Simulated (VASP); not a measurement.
Input of a VASP 6.6.1 run:

File INCAR:

```
SYSTEM = BeRu
PREC = Accurate
ENCUT = 520
EDIFF = 1E-6
ISMEAR = -1
SIGMA = 0.05
LREAL = .False.
LASPH = .True.
NELM = 80
ALGO = Normal
ISIF = 2
LWAVE = .False.
LCHARG = .False.
GGA = PE
NBANDS = 15
```

File KPOINTS:

```
regular mesh
0
Gamma
  12 12 7
  0 0 0
```

The input POSCAR:

```
BeRu
1.0
    2.4825969673      0.0000000000      0.0000000000
   -1.2412984837      2.1499920361      0.0000000000
    0.0000000000      0.0000000000      3.7700440566
Be Ru
1 1
Direct
    0.0000000000      0.0000000000      0.5000000000
    0.6666666700      0.3333333300      0.0000000000
```

Potentials or basis: VASP PAW PBE potentials, release 64 (Be, Ru_pv).

Command:

```console
$ cat potpaw_PBE.64/Be/POTCAR potpaw_PBE.64/Ru_pv/POTCAR > POTCAR
$ mpirun -np 1 vasp_std > vasp.out
```

Q: What does it give for the band gap on the k mesh?

A: Zero (band 8 reaches 11.55 eV, above the bottom of band 9 at 11.11 eV).

Q: What does it give for the pressure?

A: 44.5 GPa.

Stress tensor (GPa, compression positive):
```
59.36  0.00  0.00
 0.00 59.36  0.00
 0.00  0.00 14.78
```
